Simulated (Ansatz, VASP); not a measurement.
Te in VASP and in Ansatz

```xyz
4
Lattice="5.5430 0.0000 0.0000 0.0000 8.4795 0.0000 0.0000 0.0000 3.1209" Properties=species:S:1:pos:R:3 pbc="T T T"
Te    1.7226    3.3331    2.3840
Te    1.0489    7.5728    0.7369
Te    3.8205    5.1464    2.3840
Te    4.4941    0.9067    0.7369
```

Alike in both runs: task single point; functional PBE; k mesh 5 × 4 × 9; occupations fermi-dirac, width 0.05 eV; no spin polarisation.

```csv
,VASP,Ansatz
version,VASP 6.6.1,Ansatz 0.2.0
potentials or method,"VASP PAW PBE potentials, release 64 (Te)",Ansatz PAW
plane-wave cutoff (eV),520,420
valence electrons in the cell,24,64
```

|  | VASP | Ansatz | Ansatz less VASP |
| --- | --- | --- | --- |
| gap on the k mesh at the Fermi level (eV) | none | none | - |
| pressure (GPa) | -0.7 | -0.7 | -0.01 |
| traceless stress, the component that is largest in VASP (GPa) | 0.67 | 0.65 | -0.024 |
| rms of the force components (eV/Å) | 0.079 | 0.069 | -0.0099 |

Atom by atom the forces differ by 0.010 eV/Å (rms over components). A gap of «none» marks a metal or a gap that the smearing closes. VASP's potentials hold 24 valence electrons a cell and Ansatz's 64, so a difference there can come from the potentials and not from the codes.

Spin-orbit coupling is off throughout.
